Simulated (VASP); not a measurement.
A run of VASP 6.6.1 is set up as follows.

The input INCAR:

```
ALGO = Normal
EDIFF = 1E-6
ENCUT = 600
GGA = PE
GGA_COMPAT = False
ISIF = 2
ISMEAR = 1
IVDW = 12
LASPH = True
LCHARG = False
LREAL = False
LWAVE = False
NBANDS = 11
NELM = 120
PREC = Accurate
SIGMA = 0.06802846561497
```

Contents of KPOINTS:

```
k-points
0
Gamma
  2 2 2
```

The input POSCAR:

```
MgS
1.0
    0.0000000000      2.7604436620      2.7604436620
    2.7604436620      0.0000000000      2.7604436620
    2.7604436620      2.7604436620      0.0000000000
Mg S
1 1
Direct
    0.0000000000      0.0000000000      0.0000000000
    0.7500000000      0.7500000000      0.7500000000
```

Potentials or basis: VASP PAW PBE potentials, release 64 (Mg, S).

Run with:

```console
$ cat potpaw_PBE.64/Mg/POTCAR potpaw_PBE.64/S/POTCAR > POTCAR
$ mpirun -np 1 vasp_std > vasp.out
```

Q: Predict the pressure.

A: 7.5 GPa.

Q: Estimate the band gap on the k mesh.

A: 3.65 eV, indirect (least direct gap 3.76 eV).

Caveat: the k points lie up to 0.99 Å⁻¹ apart. PBE gaps usually lie below the measured ones, often by a third to a half.
